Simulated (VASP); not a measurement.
A run of VASP 6.6.1 is set up as follows.

File POSCAR:

```
Cu2O
1.0
    4.3003442600      0.0000000000      0.0000000000
    0.0000000000      4.3003442600      0.0000000000
    0.0000000000      0.0000000000      4.3003442600
Cu O
4 2
Direct
    0.2500000000      0.2500000000      0.2500000000
    0.2500000000      0.7500000000      0.7500000000
    0.7500000000      0.7500000000      0.2500000000
    0.7500000000      0.2500000000      0.7500000000
    0.0000000000      0.0000000000      0.0000000000
    0.5000000000      0.5000000000      0.5000000000
```

Contents of INCAR.step1:

```
ALGO = Normal ; EDIFF = 1E-5
EDIFFG = -0.01 ; ENCUT = 580
GGA = PE ; GGA_COMPAT = F
IBRION = 2 ; ISMEAR = -1
KPAR = 4 ; LASPH = T
LCHARG = F ; LREAL = F
LWAVE = T ; NELM = 120
NELMIN = 4 ; NSW = 100
PREC = Accurate ; SIGMA = 0.02
```

The input INCAR.step2:

```
ALGO = Normal ; EDIFF = 1E-7
EDIFFG = -0.01 ; ENCUT = 580
GGA_COMPAT = F ; IBRION = 2
ISIF = 2 ; ISMEAR = -1
ISTART = 1 ; KPAR = 4
LASPH = T ; LCHARG = F
LMIXTAU = T ; LREAL = F
LWAVE = F ; METAGGA = R2SCAN
NELM = 120 ; NELMIN = 4
NSW = 50 ; PREC = Accurate
SIGMA = 0.02
```

The input KPOINTS:

```
k-points
0
Gamma
  8 8 8
```

Potentials or basis: VASP PAW PBE potentials, release 64 (Cu, O).

Run with:

```sh
$ cat potpaw_PBE.64/Cu/POTCAR potpaw_PBE.64/O/POTCAR > POTCAR
$ cp INCAR.step1 INCAR
$ mpirun -np 4 vasp_std > vasp.out
$ cp INCAR.step2 INCAR
$ mpirun -np 4 vasp_std > vasp.out
```

Task: What does it give for the band gap on the k mesh?

Result: 0.70 eV.

Final structure:
```
CELL_PARAMETERS angstrom
4.30034 0.00000 0.00000
0.00000 4.30034 0.00000
0.00000 0.00000 4.30034
ATOMIC_POSITIONS crystal
Cu 0.25000 0.25000 0.25000
Cu 0.25000 0.75000 0.75000
Cu 0.75000 0.75000 0.25000
Cu 0.75000 0.25000 0.75000
O 0.00000 0.00000 0.00000
O 0.50000 0.50000 0.50000
```

Caveat: the relaxation stopped at its first step, so nothing moved. A k mesh can miss the band edges.
